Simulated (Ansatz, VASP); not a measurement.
PbF2 in VASP and in Ansatz

```xyz
3
Lattice="0.0000 2.9698 2.9698 2.9698 0.0000 2.9698 2.9698 2.9698 0.0000" Properties=species:S:1:pos:R:3 pbc="T T T"
Pb    0.0000    0.0000    0.0000
F     1.4849    1.4849    1.4849
F     4.4548    4.4548    4.4548
```

Alike in both runs: task relaxation of cell and atoms; functional PBE; k mesh 8 × 8 × 8; occupations gaussian, width 0.02 eV; no spin polarisation.

|  | VASP | Ansatz |
| --- | --- | --- |
| version | VASP 6.6.1 | Ansatz 0.2.0 |
| potentials or method | VASP PAW PBE potentials, release 64 (Pb_d, F), cutoff 600 eV | scalar-relativistic, plane waves, PAW |
| valence electrons in the cell | 28 | 28 |

Ansatz gave:

```
gap on the k mesh at the Fermi level, each at its own relaxed structure (eV) : 4.42
relaxed volume (Å³/atom)                                                     : 18.00
relaxed length of the cell vector where the two differ most in proportion (Å)              : 4.243
```

**Question.** Estimate VASP's values.

**Answer.** gap on the k mesh at the Fermi level, each at its own relaxed structure (eV): 4.42; relaxed volume (Å³/atom): 17.95; relaxed length of the cell vector where the two differ most in proportion (Å): 4.238.

Neither program's run includes spin-orbit coupling.
